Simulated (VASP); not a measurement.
Ta: single point with RPBE+D3(BJ)

The system is Ta.

```
Ta
1.0
     2.88091    0.00000    0.00000
    -1.44045    2.49494    0.00000
     0.00000    0.00000    5.13160
Ta
2
Direct
  0.33333 0.66667 0.25000
  0.66667 0.33333 0.75000
```

This cell differs from its parent crystal: volume scaled by 0.98.

* Program: VASP 6.6.1
* Task: single point
* Functional: RPBE
* Dispersion: D3(BJ)
* Potentials or basis: VASP PAW PBE potentials, release 64 (Ta_pv)
* Cutoff: 520 eV
* k mesh: 11 × 11 × 5
* Occupations: methfessel-paxton, width 0.2 eV
* Spin: no spin polarisation
* Dipole correction: no
* Further INCAR settings: ALGO = Normal; EDIFF = 1e-06; NBANDS = 18

```
Pressure                   : -35.6 GPa
Band gap on the k mesh     : zero (band 11 reaches 6.77 eV, above the bottom of band 12 at 5.28 eV)
Dispersion energy per atom : -4.685 eV
```

Stress tensor (GPa, compression positive):
```
-34.33   0.00   0.00
  0.00 -34.33   0.00
  0.00   0.00 -38.26
```

Levels at points of the mesh, in eV from the Fermi level:
```tsv
k point	band 7	band 8	band 9	band 10	band 11	band 12	band 13	band 14	band 15	band 16
(0.00, 0.00, 0.00)	-8.28	-4.99	-0.60	-0.14	0.59	0.59	1.17	1.17	3.03	3.03
```

Wall time 50 s on 1 thread of AMD EPYC 7R13 (shared host), peak memory 0.15 GiB.

Caveat: the PAW data sets were made with another functional, which shifts forces and pressure a little; spin-orbit coupling is left out, which moves the levels of the heavy elements; pairwise dispersion overbinds metals, which lowers pressure and volume.
